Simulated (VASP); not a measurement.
Crystal: AlGa2P3.

```
CELL_PARAMETERS angstrom
3.86138 0.00000 0.00000
-1.93069 3.34405 0.00000
0.00000 0.00000 9.45881
ATOMIC_POSITIONS crystal
Al 0.00000 0.00000 0.99970
Ga 0.66667 0.33333 0.66630
Ga 0.33333 0.66667 0.33386
P 0.66667 0.33333 0.91662
P 0.33333 0.66667 0.58328
P 0.00000 0.00000 0.25024
```

Base run:

```yaml
Program: VASP 6.6.1
Functional: PBE
Potentials_or_basis: VASP PAW PBE potentials, release 64 (Al, Ga_d, P)
Cutoff: 500 eV
k_mesh: 12 × 12 × 4
Occupations: gaussian, width 0.01 eV
Spin: no spin polarisation
```

Its results: band gap on the k mesh 1.60 eV, indirect (least direct gap 1.92 eV); pressure 2.0 GPa; largest force 0.069 eV/Å.

Task: The run is repeated on the same cell with these changes: functional from PBE to r2SCAN; cutoff from 500 eV to 550 eV; k mesh from 12 × 12 × 4 to 6 × 6 × 2. What comes out?

Result: Band gap on the k mesh 1.88 eV, indirect (least direct gap 2.38 eV); pressure -0.1 GPa; largest force 0.026 eV/Å.

Several settings changed at once, so the effect can't be laid on one alone.

Caveats: the PAW data sets were made with another functional, which shifts forces and pressure a little (some runs).

A k mesh can miss the band edges.
